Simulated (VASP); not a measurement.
# BeS in VASP: notebook

BeS is run at these levels: PBE, r2SCAN; tasks: single point.

Program: VASP 6.6.1. These are calculated values, not measurements. Logs are shortened: lines on timing, memory, paths and dates and some standing lists are left out, and cuts for length are marked.

### Step 1. The cell of the first run

The structure is tetragonal, space group I4/mmm (No. 139). Conventional cell: a = 3.277 Å, b = 3.277 Å, c = 4.496 Å, α = 90.00°, β = 90.00°, γ = 90.00°. Within 3.0 Å of Be (site symmetry 4/mmm) lie 6 S at 2.25 to 2.32 Å. Within 3.0 Å of S (site symmetry 4/mmm) lie 6 Be at 2.25 to 2.32 Å.

### Step 2. Single point, PBE (uniaxial z strain -3.0%)

Contents of INCAR:

```
SYSTEM = BeS
ALGO = Normal
EDIFF = 1E-6
ENCUT = 520
GGA = PE
ISIF = 2
ISMEAR = -1
LASPH = .True.
LCHARG = .False.
LREAL = .False.
LWAVE = .False.
NBANDS = 11
NELM = 60
PREC = Accurate
SIGMA = 0.02
```

Contents of KPOINTS:

```
k-points
0
Gamma
  10 10 10
  0 0 0
```

Contents of POSCAR:

```
BeS
1.0
    0.0000000000      2.3172971949      2.2477782791
    2.3172971949      0.0000000000      2.2477782791
    2.3172971949      2.3172971949      0.0000000000
Be S
1 1
Direct
    0.0000000000      0.0000000000      0.0000000000
    0.5000000000      0.5000000000      0.5000000000
```

Potentials or basis: VASP PAW PBE potentials, release 64 (Be, S).

Started as:

```console
$ cat potpaw_PBE.64/Be/POTCAR potpaw_PBE.64/S/POTCAR > POTCAR
$ mpirun -np 1 vasp_std > vasp.out
```

OUTCAR:

```text
SYSTEM = BeS
   EDIFF = 1E-6
   ENCUT = 520
   GGA = PE
   ISIF = 2
   ISMEAR = -1
   LASPH = .True.
   LREAL = .False.
   NELM = 60
   PREC = Accurate

 ion  position               nearest neighbor table
   1  0.000  0.000  0.000-   2 2.25   2 2.25   2 2.32   2 2.32   2 2.32   2 2.32
   2  0.500  0.500  0.500-   1 2.25   1 2.25   1 2.32   1 2.32   1 2.32   1 2.32

  LATTYP: Found a body centered tetragonal cell.
 ALAT       =     3.2771531211
 C/A-ratio  =     1.3717871555

  Lattice vectors:

 A1 = (   0.0000000000,  -2.3172971949,  -2.2477782791)
 A2 = (   0.0000000000,   2.3172971949,  -2.2477782791)
 A3 = (   2.3172971949,   0.0000000000,   2.2477782791)

Analysis of symmetry for initial positions (statically):
=====================================================================
 Subroutine PRICEL returns:
 Original cell was already a primitive cell.

 Routine SETGRP: Setting up the symmetry group for a
 body centered tetragonal supercell.

 Subroutine GETGRP returns: Found 16 space group operations
 (whereof 16 operations were pure point group operations)
 out of a pool of 16 trial point group operations.

The static configuration has the point symmetry D_4h.

Analysis of symmetry for dynamics (positions and initial velocities):
=====================================================================
 Subroutine PRICEL returns:
 Original cell was already a primitive cell.

 Routine SETGRP: Setting up the symmetry group for a
 body centered tetragonal supercell.

 Subroutine GETGRP returns: Found 16 space group operations
 (whereof 16 operations were pure point group operations)
 out of a pool of 16 trial point group operations.

The dynamic configuration has the point symmetry D_4h.

 Subroutine INISYM returns: Found 16 space group operations
 (whereof 16 operations are pure point group operations),
 and found     1 'primitive' translations

----------------------------------------------------------------------------------------

                                     Primitive cell

  volume of cell :      24.1405

  direct lattice vectors                    reciprocal lattice vectors
     0.000000000  2.317297195  2.247778279    -0.215768612  0.215768612  0.222441868
     2.317297195  0.000000000  2.247778279     0.215768612 -0.215768612  0.222441868
     2.317297195  2.317297195  0.000000000     0.215768612  0.215768612 -0.222441868

  length of vectors
     3.228370097  3.228370097  3.277153121     0.377614318  0.377614318  0.377614318

  position of ions in fractional coordinates (direct lattice)
     0.000000000  0.000000000  0.000000000
     0.500000000  0.500000000  0.500000000

  ion indices of the primitive-cell ions
   primitive index   ion index
                 1           1
                 2           2

----------------------------------------------------------------------------------------

 KPOINTS: k-points

Automatic generation of k-mesh.
 Grid dimensions read from file:
 generate k-points for:   10   10   10

 Generating k-lattice:

  Cartesian coordinates                     Fractional coordinates (reciprocal lattice)
    -0.021576861  0.021576861  0.022244187     0.100000000 -0.000000000  0.000000000
     0.021576861 -0.021576861  0.022244187    -0.000000000  0.100000000  0.000000000
     0.021576861  0.021576861 -0.022244187     0.000000000  0.000000000  0.100000000

  Length of vectors
     0.037761432  0.037761432  0.037761432

  Shift w.r.t. Gamma in fractional coordinates (k-lattice)
     0.000000000  0.000000000  0.000000000

 Subroutine IBZKPT returns following result:
 ===========================================

 Found    102 irreducible k-points:

 Following reciprocal coordinates:
            Coordinates               Weight
  0.000000  0.000000  0.000000      1.000000
  0.100000  0.000000  0.000000      8.000000
  0.200000  0.000000  0.000000      8.000000
  0.300000  0.000000  0.000000      8.000000
  0.400000 -0.000000  0.000000      8.000000
  0.500000  0.000000  0.000000      4.000000
[... 16 lines left out ...]
  0.300000  0.300000  0.000000      2.000000
  0.400000  0.300000  0.000000      8.000000
 [... further k-points ...]
   k-points           NKPTS =    102   k-points in BZ     NKDIM =    102   number of bands    NBANDS=     11
   number of dos      NEDOS =    301   number of ions     NIONS =      2
   total plane-waves  NPLWV =  13824
   dimension x,y,z NGX =    24 NGY =   24 NGZ =   24
   dimension x,y,z NGXF=    48 NGYF=   48 NGZF=   48
   ions per type =               1   1
   NGX,Y,Z   is equivalent  to a cutoff of  12.36, 12.36, 12.17 a.u.
   NGXF,Y,Z  is equivalent  to a cutoff of  24.72, 24.72, 24.35 a.u.
 SYSTEM =  BeS
   PREC   = accura    normal or accurate (medium, high low for compatibility)
   ISTART =      0    job   : 0-new  1-cont  2-samecut
   ICHARG =      2    charge: 1-file 2-atom 10-const
   ISPIN  =      1    spin polarized calculation?
   LNONCOLLINEAR =      F non collinear calculations
   LSORBIT =      F    spin-orbit coupling
   LASPH  =      T    aspherical Exc in radial PAW
   ENCUT  =  520.0 eV  38.22 Ry    6.18 a.u.   6.00  6.00  6.09*2*pi/ulx,y,z
   NELM   =     60;   NELMIN=  2; NELMDL= -5     # of ELM steps
   EDIFF  = 0.1E-05   stopping-criterion for ELM
   LREAL  =      F    real-space projection
   EDIFFG = 0.1E-04   stopping-criterion for IOM
   NSW    =      0    number of steps for IOM
   IBRION =     -1    ionic relax: 0-MD 1-quasi-New 2-CG
   NFREE  =      0    steps in history (QN), initial steepest desc. (CG)
   ISIF   =      2    stress and relaxation
   ISYM   =      2    0-nonsym 1-usesym 2-fastsym
   POTIM  = 0.5000    time-step for ionic-motion
   TEBEG  =    0.0;   TEEND  =   0.0 temperature during run
   PSTRESS=    0.0 pullay stress
   NELECT =       8.0000    total number of electrons
   NUPDOWN=      -1.0000    fix difference up-down
   EMIN   =  10.00;   EMAX   =-10.00  energy-range for DOS
   EFERMI =   0.00;   METHOD = LEGACY
   ISMEAR =    -1;   SIGMA  =   0.02  broadening in eV -4-tet -1-fermi 0-gaus
   EFERMI_NEDOS =   21; number of points for ismear=-14 and -15
   IALGO  =     38    algorithm
   IMIX   =      4    mixing-type and parameters
     AMIX     =   0.40;   BMIX     =  1.00
     AMIX_MAG =   1.60;   BMIX_MAG =  1.00
  volume/ion in A,a.u.               =      12.07        81.45
  Fermi-wavevector in a.u.,A,eV,Ry     =   1.132894  2.140859 17.462374  1.283448
  Thomas-Fermi vector in A             =   2.269596
   LORBIT       =      0    0 simple, 1 ext, 2 COOP (PROOUT), +10 PAW based schemes
   GGA     = PE    functional components
   LHFCALC =     F    Hartree Fock is set to
   AEXX    =    0.0000 exact exchange contribution
   IVDW    =     0    specifies the selected vdW correction
   LEPSILON=     F    determine dielectric tensor
   LRPA    =     F    only Hartree local field effects (RPA)
 non-spin polarized calculation
  energy-cutoff  :      520.00
  volume of cell :       24.14
 maximum number of plane-waves:       666
   NGX = 11   NGY = 11   NGZ = 13

 number of electron       8.0000001 magnetization

 Free energy of the ion-electron system (eV)
  ---------------------------------------------------
  ext. energy  EPLUGINS =         0.00000000
  ---------------------------------------------------
  free energy    TOTEN  =        -8.88276777 eV

  energy without entropy =       -8.88276777  energy(sigma->0) =       -8.88276777

 E-fermi :   7.4171     XC(G=0): -10.7351

 val. band max:        6.9588087021   @ k =  -0.1000   0.1000   0.0000
 cond. band min:       7.7600848207   @ k =   0.5000   0.5000   0.0000
 fundamental gap:      0.8012761186
 Fermi energy:         7.4171152147

 k-point     1 :       0.0000    0.0000    0.0000
  band No.  band energies     occupation
      1      -8.3867      2.00000
      2       6.4003      2.00000
      3       6.7891      2.00000
      4       6.7891      2.00000
      5      12.6159      0.00000
      6      15.6508      0.00000
      7      15.6508      0.00000
      8      16.0244      0.00000
      9      16.3585      0.00000
     10      16.3585      0.00000
     11      17.4791      0.00000

 k-point     2 :       0.1000    0.0000    0.0000
  band No.  band energies     occupation
      1      -8.2341      2.00000
      2       5.6821      2.00000
      3       6.5454      2.00000
      4       6.7208      2.00000
      5      12.9659      0.00000
      6      14.9099      0.00000
      7      15.2283      0.00000
      8      15.5903      0.00000
      9      16.2462      0.00000
     10      16.4790      0.00000
     11      17.2206      0.00000

 k-point     3 :       0.2000    0.0000    0.0000
  band No.  band energies     occupation
      1      -7.7913      2.00000
      2       3.7854      2.00000
      3       6.4757      2.00000
      4       6.5702      2.00000
      5      12.5716      0.00000
      6      13.2525      0.00000
      7      13.7415      0.00000
      8      16.3226      0.00000
      9      17.4086      0.00000
     10      17.4663      0.00000
     11      17.6174      0.00000

 k-point     4 :       0.3000    0.0000    0.0000
  band No.  band energies     occupation
      1      -7.1188      2.00000
      2       1.7893      2.00000
      3       6.4342      2.00000
      4       6.4646      2.00000
      5      11.7470      0.00000
      6      11.9148      0.00000
      7      12.3838      0.00000
      8      17.2171      0.00000
      9      18.8356      0.00000
     10      19.1395      0.00000
     11      19.2091      0.00000
[... 239 lines left out ...]
 k-point    22 :      -0.2000    0.2000    0.0000
  band No.  band energies     occupation
      1      -6.8987      2.00000
      2       2.6106      2.00000
      3       3.6166      2.00000
      4       6.6883      2.00000
      5      11.5470      0.00000
      6      11.6978      0.00000
      7      15.5015      0.00000
      8      15.6058      0.00000
      9      17.6958      0.00000
     10      19.4693      0.00000
     11      22.7214      0.00000

 k-point    23 :       0.3000    0.3000    0.0000
  band No.  band energies     occupation
      1      -6.5697      2.00000
      2       2.7417      2.00000
      3       4.3955      2.00000
      4       4.3955      2.00000
      5       9.2022      0.00000
      6      12.1587      0.00000
      7      17.1535      0.00000
      8      17.1535      0.00000
      9      17.7766      0.00000
     10      20.7730      0.00000
     11      23.3024      0.00000

 k-point    24 :       0.4000    0.3000    0.0000
  band No.  band energies     occupation
      1      -5.9378      2.00000
      2       1.6079      2.00000
      3       3.8021      2.00000
      4       4.1413      2.00000
      5       8.8233      0.00000
      6      12.2322      0.00000
      7      16.6804      0.00000
      8      17.1879      0.00000
      9      19.2592      0.00000
     10      22.5307      0.00000
     11      24.5677      0.00000

 [... further k-points ...]
[... 5 lines left out ...]
  --------------------------------------------------------------------------------------
  -------------------------------------------------------------------------------------
  Total        0.2871823      0.2871823      0.8642844      0.0000000      0.0000000      0.0000000
  in kB       19.0599289     19.0599289     57.3614792      0.0000000      0.0000000      0.0000000
  external PRESSURE =      31.8271123 kB  Pullay stress =       0.0000000 kB

 VOLUME and BASIS-vectors are now :
 -----------------------------------------------------------------------------
  energy-cutoff  :      520.00
  volume of cell :       24.14
      direct lattice vectors                 reciprocal lattice vectors
     0.000000000  2.317297195  2.247778279    -0.215768612  0.215768612  0.222441868
     2.317297195  0.000000000  2.247778279     0.215768612 -0.215768612  0.222441868
     2.317297195  2.317297195  0.000000000     0.215768612  0.215768612 -0.222441868

 POSITION                                       TOTAL-FORCE (eV/Angst)
 -----------------------------------------------------------------------------------
      0.00000      0.00000      0.00000         0.000000     -0.000000      0.000000
      2.31730      2.31730      2.24778        -0.000000      0.000000      0.000000
 -----------------------------------------------------------------------------------
    total drift:                               -0.000000     -0.000000      0.000000

  FREE ENERGIE OF THE ION-ELECTRON SYSTEM (eV)
  ---------------------------------------------------
  free  energy   TOTEN  =        -8.8827677672 eV

  energy  without entropy=       -8.8827677671  energy(sigma->0) =       -8.88276777
```

Run time: 18 s. Hardware: 1 thread of Intel Xeon Platinum 8124M at 3.00GHz (Skylake/Cascade Lake), shared host; peak memory 0.15 GiB.

What came out:

```
Free energy            : -8.8828 eV
Pressure               : 3.2 GPa
Band gap on the k mesh : 0.80 eV, indirect (least direct gap 4.11 eV)
```

Stress tensor (GPa, compression positive):
```
1.91 0.00 0.00
0.00 1.91 0.00
0.00 0.00 5.74
```

Levels at points of the mesh, in eV from the valence-band top:
| k point | band 1 | band 2 | band 3 | band 4 | band 5 | band 6 | band 7 | band 8 |
| --- | --- | --- | --- | --- | --- | --- | --- | --- |
| (0.00, 0.00, 0.00) | -15.35 | -0.56 | -0.17 | -0.17 | 5.66 | 8.69 | 8.69 | 9.07 |
| (0.50, 0.00, 0.00) | -12.99 | -7.43 | -0.61 | -0.43 | 3.79 | 3.84 | 4.39 | 10.50 |
| (0.50, 0.50, 0.00) | -11.71 | -7.00 | -3.41 | -3.41 | 0.80 | 4.12 | 11.93 | 11.93 |
| (0.50, 0.00, 0.50) | -11.96 | -7.02 | -3.45 | -2.98 | 1.13 | 4.28 | 11.55 | 12.74 |

Caveat: the cell differs from its parent crystal (uniaxial z strain -3.0%).

[end of part 1 of 2]
